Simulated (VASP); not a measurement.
# MgF2 (Sellaite) (P4_2/mnm) in VASP: notebook, part 3 of 3

VASP 6.6.1.

## Step 5: Single point, r2SCAN

Input file POSCAR:

```
MgF2
1.0
    4.6220162608      0.0000000000      0.0000000000
    0.0000000000      4.6220162608      0.0000000000
    0.0000000000      0.0000000000      3.0461115457
Mg F
2 4
Direct
    0.0000000000      0.0000000000      0.0000000000
    0.5000000000      0.5000000000      0.5000000000
    0.3029506049      0.3029506049      0.0000000000
    0.1970493951      0.8029506049      0.5000000000
    0.6970493951      0.6970493951      0.0000000000
    0.8029506049      0.1970493951      0.5000000000
```

Input file INCAR.step1:

```
ALGO     = Normal         # electronic algorithm
EDIFF    = 1E-5           # SCF threshold, eV
ENCUT    = 660            # plane-wave cutoff, eV
GGA      = PE             # functional
GGA_COMPAT= F            
ISMEAR   = 0              # smearing method
LASPH    = T              # aspherical terms in the spheres
LCHARG   = F              # write CHGCAR
LREAL    = F              # projectors in reciprocal space
LWAVE    = T              # write WAVECAR
NBANDS   = 25             # bands
NELM     = 120            # most SCF steps
PREC     = Accurate       # precision mode
SIGMA    = 0.01           # smearing width, eV
```

Input file INCAR.step2:

```
ALGO     = Normal         # electronic algorithm
EDIFF    = 1E-6           # SCF threshold, eV
ENCUT    = 660            # plane-wave cutoff, eV
GGA_COMPAT= F            
ISIF     = 2              # what is computed and relaxed
ISMEAR   = 0              # smearing method
ISTART   = 1            
LASPH    = T              # aspherical terms in the spheres
LCHARG   = T              # write CHGCAR
LELF     = T              # ELF
LMIXTAU  = T            
LREAL    = F              # projectors in reciprocal space
LVHAR    = T            
LWAVE    = F              # write WAVECAR
METAGGA  = R2SCAN         # meta-GGA
NBANDS   = 25             # bands
NELM     = 120            # most SCF steps
PREC     = Accurate       # precision mode
SIGMA    = 0.01           # smearing width, eV
```

Input file KPOINTS:

```
k-points
0
Gamma
  4 4 6
```

Potentials or basis: VASP PAW PBE potentials, release 64 (Mg, F).

Started as:

```bash
$ cat potpaw_PBE.64/Mg/POTCAR potpaw_PBE.64/F/POTCAR > POTCAR
$ cp INCAR.step1 INCAR
$ mpirun -np 1 vasp_std > vasp.out
$ cp INCAR.step2 INCAR
$ mpirun -np 1 vasp_std > vasp.out
```

OUTCAR:

```text
EDIFF = 1E-6
   ENCUT = 660
   ISIF = 2
   ISMEAR = 0
   ISTART = 1
   LASPH = T
   LREAL = F
   METAGGA = R2SCAN
   NELM = 120
   PREC = Accurate

 ion  position               nearest neighbor table
   1  0.000  0.000  0.000-   3 1.98   5 1.98   4 1.99   6 1.99   4 1.99   6 1.99   2 3.61   2 3.61
                             2 3.61   2 3.61   2 3.61   2 3.61   2 3.61   2 3.61
   2  0.500  0.500  0.500-   4 1.98   6 1.98   5 1.99   3 1.99   3 1.99   5 1.99   1 3.61   1 3.61
                             1 3.61   1 3.61   1 3.61   1 3.61   1 3.61   1 3.61
   3  0.303  0.303  0.000-   1 1.98   2 1.99   2 1.99
   4  0.197  0.803  0.500-   2 1.98   1 1.99   1 1.99
   5  0.697  0.697  0.000-   1 1.98   2 1.99   2 1.99
   6  0.803  0.197  0.500-   2 1.98   1 1.99   1 1.99

  LATTYP: Found a simple tetragonal cell.
 ALAT       =     4.6220162608
 C/A-ratio  =     0.6590438834

  Lattice vectors:

 A1 = (   4.6220162608,   0.0000000000,   0.0000000000)
 A2 = (   0.0000000000,   4.6220162608,   0.0000000000)
 A3 = (   0.0000000000,   0.0000000000,   3.0461115457)

Analysis of symmetry for initial positions (statically):
=====================================================================
 Subroutine PRICEL returns:
 Original cell was already a primitive cell.

 Routine SETGRP: Setting up the symmetry group for a
 simple tetragonal supercell.

 Subroutine GETGRP returns: Found 16 space group operations
 (whereof  8 operations were pure point group operations)
 out of a pool of 16 trial point group operations.

The static configuration has the point symmetry D_2h.
 The point group associated with its full space group is D_4h.

Analysis of symmetry for dynamics (positions and initial velocities):
=====================================================================
 Subroutine PRICEL returns:
 Original cell was already a primitive cell.

 Routine SETGRP: Setting up the symmetry group for a
 simple tetragonal supercell.

 Subroutine GETGRP returns: Found 16 space group operations
 (whereof  8 operations were pure point group operations)
[... 134 lines left out ...]
   LORBIT       =      0    0 simple, 1 ext, 2 COOP (PROOUT), +10 PAW based schemes
   METAGGA = R2SCAN    functional components
   LHFCALC =     F    Hartree Fock is set to
   AEXX    =    0.0000 exact exchange contribution
   IVDW    =     0    specifies the selected vdW correction
   LEPSILON=     F    determine dielectric tensor
   LRPA    =     F    only Hartree local field effects (RPA)
 non-spin polarized calculation
 Gauss-broadening in eV      SIGMA  =   0.01
  energy-cutoff  :      660.00
  volume of cell :       65.07
 maximum number of plane-waves:      2529
 NGX is ok and might be reduce to    40
   NGX = 19   NGY = 19   NGZ = 13

 number of electron      32.0000012 magnetization

 Free energy of the ion-electron system (eV)
  ---------------------------------------------------
  ext. energy  EPLUGINS =         0.00000000
  ---------------------------------------------------
  free energy    TOTEN  =       -43.85877768 eV

  energy without entropy =      -43.85877768  energy(sigma->0) =      -43.85877768

 E-fermi :  -1.7285     XC(G=0): -10.2569

 val. band max:       -1.8486684403   @ k =   0.0000   0.0000   0.0000
 cond. band min:       6.1850976599   @ k =   0.0000   0.0000   0.0000
 fundamental gap:      8.0337661002
 Fermi energy:        -1.7285014927

 k-point     1 :       0.0000    0.0000    0.0000
  band No.  band energies     occupation
      1     -23.7208      2.00000
      2     -22.9385      2.00000
      3     -22.9385      2.00000
      4     -22.8483      2.00000
      5      -5.8987      2.00000
      6      -4.3664      2.00000
[... 661 lines left out ...]
     24      14.4568      0.00000
     25      17.4116      0.00000

------------------------ aborting loop because EDIFF is reached ----------------------------------------

  FORCE on cell =-STRESS in cart. coord.  units (eV):
  Direction    XX          YY          ZZ          XY          YZ          ZX
  --------------------------------------------------------------------------------------
  -------------------------------------------------------------------------------------
  Total       -0.5742495     -0.5742495     -0.6299322      0.0000000      0.0000000      0.0000000
  in kB      -14.1384709    -14.1384709    -15.5094243      0.0000000      0.0000000      0.0000000
  external PRESSURE =     -14.5954554 kB  Pullay stress =       0.0000000 kB

 VOLUME and BASIS-vectors are now :
 -----------------------------------------------------------------------------
  energy-cutoff  :      660.00
  volume of cell :       65.07
      direct lattice vectors                 reciprocal lattice vectors
     4.622016261  0.000000000  0.000000000     0.216355794  0.000000000  0.000000000
     0.000000000  4.622016261  0.000000000     0.000000000  0.216355794  0.000000000
     0.000000000  0.000000000  3.046111546     0.000000000  0.000000000  0.328287387

 POSITION                                       TOTAL-FORCE (eV/Angst)
 -----------------------------------------------------------------------------------
      0.00000      0.00000      0.00000        -0.000000      0.000000      0.000000
      2.31101      2.31101      1.52306        -0.000000      0.000000      0.000000
      1.40024      1.40024      0.00000         0.004799      0.004799      0.000000
      0.91077      3.71125      1.52306        -0.004799      0.004799      0.000000
      3.22177      3.22177      0.00000        -0.004799     -0.004799     -0.000000
      3.71125      0.91077      1.52306         0.004799     -0.004799     -0.000000
 -----------------------------------------------------------------------------------
    total drift:                                0.000000     -0.000000     -0.000000

  FREE ENERGIE OF THE ION-ELECTRON SYSTEM (eV)
  ---------------------------------------------------
  free  energy   TOTEN  =       -43.8587776798 eV

  energy  without entropy=      -43.8587776798  energy(sigma->0) =      -43.85877768
```

OUTCAR.step1:

```text
EDIFF = 1E-5
   ENCUT = 660
   GGA = PE
   ISMEAR = 0
[... 911 lines left out ...]
      1.40024      1.40024      0.00000        -0.018251     -0.018251     -0.000000
      0.91077      3.71125      1.52306         0.018251     -0.018251     -0.000000
      3.22177      3.22177      0.00000         0.018251      0.018251      0.000000
      3.71125      0.91077      1.52306        -0.018251      0.018251      0.000000
 -----------------------------------------------------------------------------------
    total drift:                                0.000000     -0.000000     -0.000000

  FREE ENERGIE OF THE ION-ELECTRON SYSTEM (eV)
  ---------------------------------------------------
  free  energy   TOTEN  =       -31.5244065452 eV

  energy  without entropy=      -31.5244065452  energy(sigma->0) =      -31.52440655
```

OSZICAR.step1:

```text
N       E                     dE             d eps       ncg     rms          rms(c)
DAV:   1     0.203237329331E+03    0.20324E+03   -0.20263E+04  1224   0.146E+03
DAV:   2    -0.238953795378E+02   -0.22713E+03   -0.21881E+03  1473   0.317E+02
DAV:   3    -0.340369908485E+02   -0.10142E+02   -0.10114E+02  1547   0.638E+01
DAV:   4    -0.340975284796E+02   -0.60538E-01   -0.60532E-01  1299   0.552E+00
DAV:   5    -0.340978355367E+02   -0.30706E-03   -0.30705E-03  1481   0.389E-01    0.100E+01
DAV:   6    -0.314774555425E+02    0.26204E+01   -0.80921E+00  1362   0.205E+01    0.299E+00
DAV:   7    -0.314948756659E+02   -0.17420E-01   -0.85508E-02  1255   0.194E+00    0.192E+00
DAV:   8    -0.315237392388E+02   -0.28864E-01   -0.58649E-02  1230   0.238E+00    0.211E-01
DAV:   9    -0.315238553474E+02   -0.11611E-03   -0.11339E-03  1529   0.241E-01    0.843E-02
DAV:  10    -0.315244071654E+02   -0.55182E-03   -0.52917E-04  1227   0.165E-01    0.185E-02
DAV:  11    -0.315244065452E+02    0.62012E-06   -0.78867E-06  1148   0.250E-02
   1 F= -.31524407E+02 E0= -.31524407E+02  d E =-.574070E-78
```

It took 1.8 min on 1 thread of Intel Xeon Platinum 8375C at 2.90GHz (Ice Lake), shared host; peak memory 0.23 GiB.

What came out:

```yaml
Free_energy: -43.8588 eV
Pressure: -1.5 GPa
Largest_force: 0.007 eV/Å
Band_gap_on_the_k_mesh: 8.03 eV, direct
```

Forces on the atoms (eV/Å):
```
Mg   0.000  0.000  0.000
Mg   0.000  0.000  0.000
F    0.005  0.005  0.000
F   -0.005  0.005  0.000
F   -0.005 -0.005  0.000
F    0.005 -0.005  0.000
```

Stress tensor (GPa, compression positive):
```
-1.41  0.00  0.00
 0.00 -1.41  0.00
 0.00  0.00 -1.55
```

Caveat: the PAW data sets were made with another functional, which shifts forces and pressure a little. r2SCAN opens gaps a little over a GGA but as a rule still falls short of measured ones.

## Step 6: Single point, PBE

Input file INCAR:

```
  ALGO = Normal
  EDIFF = 1E-6
  ENCUT = 600
  GGA = PE
  GGA_COMPAT = F
  ISIF = 2
  ISMEAR = 0
  LASPH = T
  LCHARG = F
  LREAL = F
  LWAVE = F
  NBANDS = 25
  NELM = 120
  PREC = Accurate
  SIGMA = 0.01
```

Input file KPOINTS:

```
k-points
0
Gamma
  6 6 8
```

POSCAR is that of step 5.

Potentials or basis: VASP PAW PBE potentials, release 64 (Mg, F).

Started as:

```bash
$ cat potpaw_PBE.64/Mg/POTCAR potpaw_PBE.64/F/POTCAR > POTCAR
$ mpirun -np 1 vasp_std > vasp.out
```

Run time: 43 s. Hardware: 1 thread of Intel Xeon Platinum 8375C at 2.90GHz (Ice Lake), shared host; peak memory 0.23 GiB.

The run converged. Its results:

```
Free energy            : -31.5156 eV
Pressure               : 3.9 GPa
Largest force          : 0.026 eV/Å
Band gap on the k mesh : 7.12 eV, direct
```

Forces in eV/Å, atoms in the order of the input:
```
Mg   0.000  0.000  0.000
Mg   0.000  0.000  0.000
F   -0.018 -0.018  0.000
F    0.018 -0.018  0.000
F    0.018  0.018  0.000
F   -0.018  0.018  0.000
```

Stress tensor (GPa, compression positive):
```
3.71 0.00 0.00
0.00 3.71 0.00
0.00 0.00 4.14
```

Levels at points of the mesh, in eV from the valence-band top:
| k point | band 14 | band 15 | band 16 | band 17 | band 18 | band 19 |
| --- | --- | --- | --- | --- | --- | --- |
| (0.00, 0.00, 0.00) | -0.32 | -0.32 | 0.00 | 7.12 | 12.28 | 12.28 |
| (0.50, 0.00, 0.00) | -0.98 | -0.38 | -0.38 | 9.53 | 9.53 | 13.53 |
| (0.50, 0.50, 0.00) | -0.95 | -0.78 | -0.78 | 11.24 | 11.24 | 11.32 |
| (0.00, 0.00, 0.50) | -1.15 | -0.86 | -0.86 | 11.88 | 11.88 | 14.99 |
| (0.50, 0.00, 0.50) | -0.74 | -0.67 | -0.67 | 12.78 | 12.78 | 13.50 |
| (0.50, 0.50, 0.50) | -0.61 | -0.48 | -0.48 | 13.33 | 13.33 | 13.35 |

A k mesh can miss the band edges. A hybrid or GW would open this gap; PBE tends to underestimate it.

## Step 7: Summary

```tsv
level	k mesh	cutoff (eV)	gap on the mesh (eV)	pressure (GPa)	largest force (eV/Å)
PBEsol	4 × 4 × 4	600	6.95	0.3	0.01
PBE	4 × 4 × 6	600	7.12	3.9	0.03
r2SCAN	4 × 4 × 6	660	8.03	-1.5	0.01
PBE	6 × 6 × 8	600	7.12	3.9	0.03
```

Alike in all rows: task single point; potentials or basis VASP PAW PBE potentials, release 64 (Mg, F); no spin polarisation; cell as given; smearing gaussian 0.01 eV.

Caveats: some runs use coarse meshes; the PAW data sets were made with another functional, which shifts forces and pressure a little (some runs).

Absolute energies hang on the potentials; compare differences alone.
